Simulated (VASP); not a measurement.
Write the native input for VASP 6.6.1 that does the following.

```
Task                   : relaxation of cell and atoms
Functional             : PBE
Potentials or basis    : VASP PAW PBE potentials, release 64 (Hf_pv)
Cutoff                 : 600 eV
k mesh                 : 16 × 16 × 16
Occupations            : fermi-dirac, width 0.05 eV
Spin                   : no spin polarisation
Dipole correction      : no
Further INCAR settings : ALGO = Normal; EDIFF = 1e-07; IBRION = 2; EDIFFG = -0.005; NSW = 45; ISIF = 3
```

The structure of Hf lies in POSCAR:

```
Hf
1.0
    0.0000000000      2.2427254771      2.2427254771
    2.2427254771      0.0000000000      2.2427254771
    2.2427254771      2.2427254771      0.0000000000
Hf
1
Direct
    0.0000000000      0.0000000000      0.0000000000
```

These files were run (other wordings do the same):

INCAR

```
PREC = Accurate
ENCUT = 600
EDIFF = 1E-7
ISMEAR = -1
SIGMA = 0.05
LREAL = False
LASPH = True
NELM = 80
ALGO = Normal
ISIF = 3
LWAVE = False
LCHARG = False
GGA = PE
IBRION = 2
NSW = 45
EDIFFG = -0.005
```

KPOINTS

```
Automatic mesh
0
Gamma
  16 16 16
```

Potentials or basis: VASP PAW PBE potentials, release 64 (Hf_pv).

Launch:

```bash
$ cat potpaw_PBE.64/Hf_pv/POTCAR > POTCAR
$ mpirun -np 1 vasp_std > vasp.out
```

It gave:

| Property | Result |
| --- | --- |
| Relaxed volume | 22.46 Å³/atom |
| Relaxed cell | a = 3.167 Å, b = 3.167 Å, c = 3.167 Å, α = 60.00°, β = 60.00°, γ = 60.00° |
| Space group after relaxing (to 0.05 Å) | Fm-3m (No. 225) |
| Energy gained by relaxing | 0.1 meV/atom |
| Ionic steps | 3 |
| Pressure after relaxing | 0.0 GPa |
| Band gap on the k mesh | zero (band 5 reaches 6.12 eV, above the bottom of band 6 at 4.32 eV) |

Caveat: spin-orbit coupling is left out, which moves the levels of the heavy elements.

Run time: 60 s on 1 thread of Intel(R) Xeon(R) Platinum 8488C (Sapphire Rapids) (shared host), peak memory 0.19 GiB.
